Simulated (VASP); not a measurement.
# TcIr (P-6m2) in VASP: single point with LDA

Aim: the single point of TcIr with LDA.

All numbers are computed with VASP 6.6.1; they aren't measurements. Logs are shortened: lines on timing, memory, paths and dates and some standing lists are left out, and cuts for length are marked.

**1. The cell of the first run**

It takes space group P-6m2 (No. 187, hexagonal). Conventional cell: a = 2.740 Å, b = 2.740 Å, c = 4.355 Å, α = 90.00°, β = 90.00°, γ = 120.00°. Within 3.5 Å of Tc (site symmetry -6m2) lie 6 Ir at 2.69 Å and 6 Tc at 2.74 Å. Ir (site symmetry -6m2) has 6 Tc at 2.69 Å and 6 Ir at 2.74 Å within 3.5 Å.

**2. Single point, LDA**

Input file INCAR:

```
SYSTEM = TcIr
PREC = Accurate
ENCUT = 520
EDIFF = 1E-7
ISMEAR = -1
SIGMA = 0.1
LREAL = .False.
LASPH = .True.
NELM = 60
ALGO = Normal
ISIF = 2
LWAVE = .False.
LCHARG = .True.
GGA = CA
LELF = .True.
LVHAR = .True.
NBANDS = 18
```

Input file KPOINTS:

```
regular mesh
0
Gamma
  14 14 8
  0 0 0
```

Input file POSCAR:

```
TcIr
1.0
    2.7399060000      0.0000000000      0.0000000000
   -1.3699530000      2.3728280000      0.0000000000
    0.0000000000      0.0000000000      4.3554610000
Tc Ir
1 1
Direct
    0.3333333333      0.6666666667      0.0000000000
    0.6666666667      0.3333333333      0.5000000000
```

Potentials or basis: VASP PAW LDA potentials, release 64 (Tc_pv, Ir).

Run with:

```bash
cat potpaw_LDA.64/Tc_pv/POTCAR potpaw_LDA.64/Ir/POTCAR > POTCAR
mpirun -np 1 vasp_std > vasp.out
```

OUTCAR:

```text
SYSTEM = TcIr
   PREC = Accurate
   ENCUT = 520
   EDIFF = 1E-7
   ISMEAR = -1
   LREAL = .False.
   LASPH = .True.
   NELM = 60
   ISIF = 2
   GGA = CA

 ion  position               nearest neighbor table
   1  0.333  0.667  0.000-   2 2.69   2 2.69   2 2.69   2 2.69   2 2.69   2 2.69
   2  0.667  0.333  0.500-   1 2.69   1 2.69   1 2.69   1 2.69   1 2.69   1 2.69

  LATTYP: Found a hexagonal cell.
 ALAT       =     2.7399060000
 C/A-ratio  =     1.5896388416

  Lattice vectors:

 A1 = (   2.7399060000,   0.0000000000,   0.0000000000)
 A2 = (  -1.3699530000,   2.3728280000,   0.0000000000)
 A3 = (   0.0000000000,   0.0000000000,   4.3554610000)

Analysis of symmetry for initial positions (statically):
=====================================================================
 Subroutine PRICEL returns:
 Original cell was already a primitive cell.

 Routine SETGRP: Setting up the symmetry group for a
 hexagonal supercell.

 Subroutine GETGRP returns: Found 12 space group operations
 (whereof 12 operations were pure point group operations)
 out of a pool of 24 trial point group operations.

The static configuration has the point symmetry D_3h.

Analysis of symmetry for dynamics (positions and initial velocities):
=====================================================================
 Subroutine PRICEL returns:
 Original cell was already a primitive cell.

 Routine SETGRP: Setting up the symmetry group for a
 hexagonal supercell.

 Subroutine GETGRP returns: Found 12 space group operations
 (whereof 12 operations were pure point group operations)
 out of a pool of 24 trial point group operations.

The dynamic configuration has the point symmetry D_3h.

 Subroutine INISYM returns: Found 12 space group operations
 (whereof 12 operations are pure point group operations),
 and found     1 'primitive' translations

----------------------------------------------------------------------------------------

                                     Primitive cell

  volume of cell :      28.3163

  direct lattice vectors                    reciprocal lattice vectors
     2.739906000  0.000000000  0.000000000     0.364976025  0.210719024  0.000000000
    -1.369953000  2.372828000  0.000000000     0.000000000  0.421438048  0.000000000
     0.000000000  0.000000000  4.355461000     0.000000000  0.000000000  0.229596821

  length of vectors
     2.739906000  2.739905827  4.355461000     0.421438021  0.421438048  0.229596821

  position of ions in fractional coordinates (direct lattice)
     0.333333333  0.666666667  0.000000000
     0.666666667  0.333333333  0.500000000

  ion indices of the primitive-cell ions
   primitive index   ion index
                 1           1
                 2           2

----------------------------------------------------------------------------------------

 KPOINTS: regular mesh

Automatic generation of k-mesh.
 Grid dimensions read from file:
 generate k-points for:   14   14    8

 Generating k-lattice:

  Cartesian coordinates                     Fractional coordinates (reciprocal lattice)
     0.026069716  0.015051359  0.000000000     0.071428571  0.000000000  0.000000000
     0.000000000  0.030102718  0.000000000     0.000000000  0.071428571  0.000000000
     0.000000000  0.000000000  0.028699603     0.000000000  0.000000000  0.125000000

  Length of vectors
     0.030102716  0.030102718  0.028699603

  Shift w.r.t. Gamma in fractional coordinates (k-lattice)
     0.000000000  0.000000000  0.000000000

 Subroutine IBZKPT returns following result:
 ===========================================

 Found    120 irreducible k-points:

 Following reciprocal coordinates:
            Coordinates               Weight
  0.000000  0.000000  0.000000      1.000000
  0.071429 -0.000000  0.000000      6.000000
  0.142857 -0.000000  0.000000      6.000000
  0.214286 -0.000000  0.000000      6.000000
  0.285714  0.000000  0.000000      6.000000
  0.357143 -0.000000  0.000000      6.000000
[... 16 lines left out ...]
  0.285714  0.285714  0.000000      6.000000
  0.357143  0.285714  0.000000      6.000000
 [... further k-points ...]
   k-points           NKPTS =    120   k-points in BZ     NKDIM =    120   number of bands    NBANDS=     18
   number of dos      NEDOS =    301   number of ions     NIONS =      2
   total plane-waves  NPLWV =  12800
   dimension x,y,z NGX =    20 NGY =   20 NGZ =   32
   dimension x,y,z NGXF=    40 NGYF=   40 NGZF=   64
   ions per type =               1   1
   NGX,Y,Z   is equivalent  to a cutoff of  12.14, 12.14, 12.21 a.u.
   NGXF,Y,Z  is equivalent  to a cutoff of  24.27, 24.27, 24.43 a.u.
 SYSTEM =  TcIr
   PREC   = accura    normal or accurate (medium, high low for compatibility)
   ISTART =      0    job   : 0-new  1-cont  2-samecut
   ICHARG =      2    charge: 1-file 2-atom 10-const
   ISPIN  =      1    spin polarized calculation?
   LNONCOLLINEAR =      F non collinear calculations
   LSORBIT =      F    spin-orbit coupling
   LASPH  =      T    aspherical Exc in radial PAW
   ENCUT  =  520.0 eV  38.22 Ry    6.18 a.u.   5.09  5.09  8.10*2*pi/ulx,y,z
   NELM   =     60;   NELMIN=  2; NELMDL= -5     # of ELM steps
   EDIFF  = 0.1E-06   stopping-criterion for ELM
   LREAL  =      F    real-space projection
   EDIFFG = 0.1E-05   stopping-criterion for IOM
   NSW    =      0    number of steps for IOM
   IBRION =     -1    ionic relax: 0-MD 1-quasi-New 2-CG
   NFREE  =      0    steps in history (QN), initial steepest desc. (CG)
   ISIF   =      2    stress and relaxation
   ISYM   =      2    0-nonsym 1-usesym 2-fastsym
   POTIM  = 0.5000    time-step for ionic-motion
   TEBEG  =    0.0;   TEEND  =   0.0 temperature during run
   PSTRESS=    0.0 pullay stress
   NELECT =      22.0000    total number of electrons
   NUPDOWN=      -1.0000    fix difference up-down
   EMIN   =  10.00;   EMAX   =-10.00  energy-range for DOS
   EFERMI =   0.00;   METHOD = LEGACY
   ISMEAR =    -1;   SIGMA  =   0.10  broadening in eV -4-tet -1-fermi 0-gaus
   EFERMI_NEDOS =   21; number of points for ismear=-14 and -15
   IALGO  =     38    algorithm
   IMIX   =      4    mixing-type and parameters
     AMIX     =   0.40;   BMIX     =  1.00
     AMIX_MAG =   1.60;   BMIX_MAG =  1.00
  volume/ion in A,a.u.               =      14.16        95.54
  Fermi-wavevector in a.u.,A,eV,Ry     =   1.505002  2.844041 30.817613  2.265031
  Thomas-Fermi vector in A             =   2.615908
   LORBIT       =      0    0 simple, 1 ext, 2 COOP (PROOUT), +10 PAW based schemes
   GGA     = CA    functional components
   LHFCALC =     F    Hartree Fock is set to
   AEXX    =    0.0000 exact exchange contribution
   IVDW    =     0    specifies the selected vdW correction
   LEPSILON=     F    determine dielectric tensor
   LRPA    =     F    only Hartree local field effects (RPA)
 non-spin polarized calculation
  energy-cutoff  :      520.00
  volume of cell :       28.32
 maximum number of plane-waves:       778
   NGX = 11   NGY = 11   NGZ = 17

 number of electron      21.9999999 magnetization

 Free energy of the ion-electron system (eV)
  ---------------------------------------------------
  ext. energy  EPLUGINS =         0.00000000
  ---------------------------------------------------
  free energy    TOTEN  =       -22.52038317 eV

  energy without entropy =      -22.47412705  energy(sigma->0) =      -22.49725511

 E-fermi :  11.6361     XC(G=0): -14.1169

 val. band max:       11.6199914259   @ k =   0.2857   0.1429   0.1250
 cond. band min:      11.6493984303   @ k =   0.2857   0.1429   0.0000
 fundamental gap:      0.0294070044
 Fermi energy:        11.6361357886

 k-point     1 :       0.0000    0.0000    0.0000
  band No.  band energies     occupation
      1     -27.5052      2.00000
      2     -26.8588      2.00000
      3     -26.8588      2.00000
      4       1.8627      2.00000
      5       4.8678      2.00000
      6       8.1944      2.00000
[... 10 lines left out ...]
     17      25.7936      0.00000
     18      28.1900      0.00000

 k-point     2 :       0.0714   -0.0000    0.0000
  band No.  band energies     occupation
      1     -27.4992      2.00000
      2     -26.9078      2.00000
      3     -26.8699      2.00000
      4       2.0632      2.00000
      5       5.0171      2.00000
      6       7.9747      2.00000
[... 10 lines left out ...]
     17      26.1649      0.00000
     18      28.4325      0.00000

 k-point     3 :       0.1429   -0.0000    0.0000
  band No.  band energies     occupation
      1     -27.4821      2.00000
      2     -27.0440      2.00000
      3     -26.9011      2.00000
      4       2.6334      2.00000
      5       5.4000      2.00000
      6       7.5576      2.00000
[... 10 lines left out ...]
     17      26.9997      0.00000
     18      28.9512      0.00000

 k-point     4 :       0.2143   -0.0000    0.0000
  band No.  band energies     occupation
      1     -27.4573      2.00000
      2     -27.2372      2.00000
      3     -26.9457      2.00000
      4       3.4590      2.00000
      5       5.7631      2.00000
      6       7.2995      2.00000
[... 375 lines left out ...]
      4       5.6081      2.00000
      5       5.7904      2.00000
      6       6.5743      2.00000
[... 10 lines left out ...]
     17      23.1643      0.00000
     18      24.8721      0.00000

 k-point    23 :       0.2857    0.2857    0.0000
  band No.  band energies     occupation
      1     -27.6200      2.00000
      2     -27.3768      2.00000
      3     -27.3697      2.00000
      4       5.6218      2.00000
      5       6.2507      2.00000
      6       6.8391      2.00000
[... 10 lines left out ...]
     17      23.5243      0.00000
     18      25.2372      0.00000

 k-point    24 :       0.3571    0.2857    0.0000
  band No.  band energies     occupation
      1     -27.5887      2.00000
      2     -27.4446      2.00000
      3     -27.3658      2.00000
      4       5.5553      2.00000
      5       6.3733      2.00000
      6       6.8467      2.00000
[... 10 lines left out ...]
     17      24.7322      0.00000
     18      26.1313      0.00000

 [... further k-points ...]

------------------------ aborting loop because EDIFF is reached ----------------------------------------

  FORCE on cell =-STRESS in cart. coord.  units (eV):
  Direction    XX          YY          ZZ          XY          YZ          ZX
  --------------------------------------------------------------------------------------
  -------------------------------------------------------------------------------------
  Total       -1.7812378     -1.7812375     -1.8951264      0.0000000      0.0000000     -0.0000000
  in kB     -100.7851228   -100.7851058   -107.2291120      0.0000000      0.0000000     -0.0000000
  external PRESSURE =    -102.9331135 kB  Pullay stress =       0.0000000 kB

 VOLUME and BASIS-vectors are now :
 -----------------------------------------------------------------------------
  energy-cutoff  :      520.00
  volume of cell :       28.32
      direct lattice vectors                 reciprocal lattice vectors
     2.739906000  0.000000000  0.000000000     0.364976025  0.210719024  0.000000000
    -1.369953000  2.372828000  0.000000000     0.000000000  0.421438048  0.000000000
     0.000000000  0.000000000  4.355461000     0.000000000  0.000000000  0.229596821

 POSITION                                       TOTAL-FORCE (eV/Angst)
 -----------------------------------------------------------------------------------
     -0.00000      1.58189      0.00000        -0.000000      0.000000      0.000000
      1.36995      0.79094      2.17773         0.000000      0.000000      0.000000
 -----------------------------------------------------------------------------------
    total drift:                                0.000000     -0.000001     -0.000000

  FREE ENERGIE OF THE ION-ELECTRON SYSTEM (eV)
  ---------------------------------------------------
  free  energy   TOTEN  =       -22.5203831664 eV

  energy  without entropy=      -22.4741270491  energy(sigma->0) =      -22.49725511
```

Run time: 39 s. Hardware: 1 thread of Intel Xeon Platinum 8259CL at 2.50GHz (Skylake/Cascade Lake), shared host; peak memory 0.18 GiB.

Results:

```
Free energy            : -22.5204 eV
Pressure               : -10.3 GPa
Band gap on the k mesh : zero (band 11 reaches 12.80 eV, above the bottom of band 12 at 10.09 eV)
```

Levels at points of the mesh, in eV from the Fermi level:
| k point | band 8 | band 9 | band 10 | band 11 | band 12 | band 13 | band 14 | band 15 |
| --- | --- | --- | --- | --- | --- | --- | --- | --- |
| (0.00, 0.00, 0.00) | -2.64 | -1.75 | -1.75 | -1.55 | -1.55 | 0.54 | 1.52 | 1.52 |
| (0.50, 0.00, 0.00) | -2.39 | -2.32 | -1.73 | 0.93 | 2.24 | 2.78 | 3.89 | 5.63 |
| (0.00, 0.00, 0.50) | -3.69 | -2.69 | -2.62 | -2.62 | 0.23 | 0.23 | 1.19 | 1.19 |
| (0.50, 0.00, 0.50) | -1.96 | -0.48 | -0.37 | 0.66 | 1.05 | 2.62 | 2.78 | 3.64 |

Caveat: spin-orbit coupling is left out, which moves the levels of the heavy elements.
